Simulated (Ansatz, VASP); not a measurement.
# Two plane-wave programs on RbBr

The input INCAR:

```
SYSTEM = RbBr
  PREC = Accurate
  ENCUT = 520
  EDIFF = 1E-6
  ISMEAR = 0
  SIGMA = 0.01
  LREAL = .False.
  LASPH = .True.
  NELM = 150
  ALGO = Normal
  ISIF = 2
  LWAVE = .False.
  LCHARG = .False.
  MAGMOM = 0 0 0 0 0 0
  LORBIT = 11
  LSORBIT = .True.
  GGA_COMPAT = .False.
  LORBMOM = .True.
  GGA = PE
  NBANDS = 28
```

KPOINTS

```
regular mesh
0
Gamma
  6 6 6
  0 0 0
```

The input POSCAR:

```
RbBr
1.0
    0.0000000000      3.8694971258      3.8694971258
    3.8694971258      0.0000000000      3.8694971258
    3.8694971258      3.8694971258      0.0000000000
Rb Br
1 1
Direct
    0.0000000000      0.0000000000      0.0000000000
    0.2500000000      0.2500000000      0.2500000000
```

Input for Ansatz:

```yaml
crystal:
  lattice:
    - [0.0, 3.8694971258, 3.8694971258]
    - [3.8694971258, 0.0, 3.8694971258]
    - [3.8694971258, 3.8694971258, 0.0]
  atoms:
    - { symbol: Rb, position: [0.0, 0.0, 0.0] }
    - { symbol: Br, position: [0.25, 0.25, 0.25] }
kpoints:
  mp_grid: { grid: [6, 6, 6] }
  band_path:
    path:
      - [0.0, 0.0, 0.0]
      - [-0.5, -0.5, 0.0]
      - [-0.375, -0.375, 0.25]
      - [-0.375, 0.0, 0.375]
      - [0.0, 0.0, 0.5]
      - [-0.5, -0.25, 0.25]
      - [0.0, 0.5, 0.5]
    npoints: 1
hamiltonian:
  xc: pbe
scf:
  occupations: { method: fixed }
  n_extra_bands: 8
magnetization:
  noncollinear: true
  spin_orbit: true
output:
  forces: true
  stress: true
  eigenvalues: true
```

Alike in both runs: task single point; functional PBE; k mesh 6 × 6 × 6; non-collinear spin, spin-orbit coupling.

```csv
,VASP,Ansatz
version,VASP 6.6.1,Ansatz 0.2.0
potentials or method,"VASP PAW PBE potentials, release 64 (Rb_sv, Br)","plane waves, PAW"
plane-wave cutoff (eV),520,420
occupations,"gaussian, width 0.01 eV",fixed
valence electrons in the cell,16,16
```

|  | VASP | Ansatz | Ansatz less VASP |
| --- | --- | --- | --- |
| pressure (GPa) | 0.2 | 0.2 | -0.02 |
| net moment per atom (μB) | 0.00 | 0.00 | 0.000 |
